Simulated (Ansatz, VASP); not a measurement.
This is a calculation of Fe for Ansatz 0.2.0.

The input input.yaml:

```yaml
crystal:
  lattice:
    - [-1.443, 1.443, 1.443]
    - [1.443, -1.443, 1.443]
    - [1.443, 1.443, -1.443]
  atoms:
    - { symbol: Fe, position: [0.0, 0.0, 0.0], spin: 3.0 }
hamiltonian:
  xc: revpbe
  pseudopotentials: { kind: paw }
  dispersion: d4
magnetization:
  spin_polarized: true
kpoints:
  mp_grid: { grid: [13, 13, 13] }
scf:
  occupations: { method: fermi_dirac, width: 0.05 }
output:
  forces: true
  stress: true
relax:
  f_tol: 0.01
  max_steps: 40
  cell: { stress_tol: 0.05 }
```

Potentials or basis: Ansatz PAW.

Command:

```sh
$ ansatz run input.yaml --threads 2 --pin off --max-ram 5120MiB --backend cpu --events-out ev --progress --plain --runs-dir out
```

Problem. Translate it to VASP 6.6.1. Potentials there: VASP PAW PBE potentials, release 64 (Fe).

Solution. As run (the cutoff follows the program's own potentials):

The input INCAR:

```
PREC = Accurate ; ENCUT = 600
EDIFF = 1E-7 ; ISMEAR = -1
SIGMA = 0.05 ; LREAL = F
LASPH = T ; NELM = 150
ALGO = Normal ; ISIF = 3
LWAVE = F ; LCHARG = F
ISPIN = 2 ; MAGMOM = 3
LORBIT = 11 ; LMAXMIX = 4
GGA = RE ; IVDW = 13
IBRION = 2 ; NSW = 60
EDIFFG = -0.01
```

KPOINTS

```
Automatic mesh
0
Gamma
  13 13 13
```

Contents of POSCAR:

```
Fe
1.0
   -1.4430000000      1.4430000000      1.4430000000
    1.4430000000     -1.4430000000      1.4430000000
    1.4430000000      1.4430000000     -1.4430000000
Fe
1
Direct
    0.0000000000      0.0000000000      0.0000000000
```

Potentials or basis: VASP PAW PBE potentials, release 64 (Fe).

Command:

```sh
$ cat potpaw_PBE.64/Fe/POTCAR > POTCAR
$ mpirun -np 1 vasp_std > vasp.out
```

Both were run:

|  | VASP | Ansatz | Ansatz less VASP |
| --- | --- | --- | --- |
| net moment per atom (μB) | 2.12 | 2.10 | -0.012 |
| size of the moment on the site where the two differ most (μB) | 2.11 | 2.15 | +0.042 |
| relaxed volume (Å³/atom) | 11.06 | 11.08 | +0.021 |
| relaxed cell length with the largest relative difference (Å) | 2.431 | 2.433 | +0.0015 |

VASP's potentials were made for PBE, not for revPBE. Site moments also hang on the region over which each program counts them. VASP's potentials hold 8 valence electrons a cell and Ansatz's 16, so a difference there can come from the potentials and not from the codes.

Noted on Ansatz's run: the plane-wave basis is chosen anew once the cell has moved, so the energies of steps on either side of that aren't comparable.
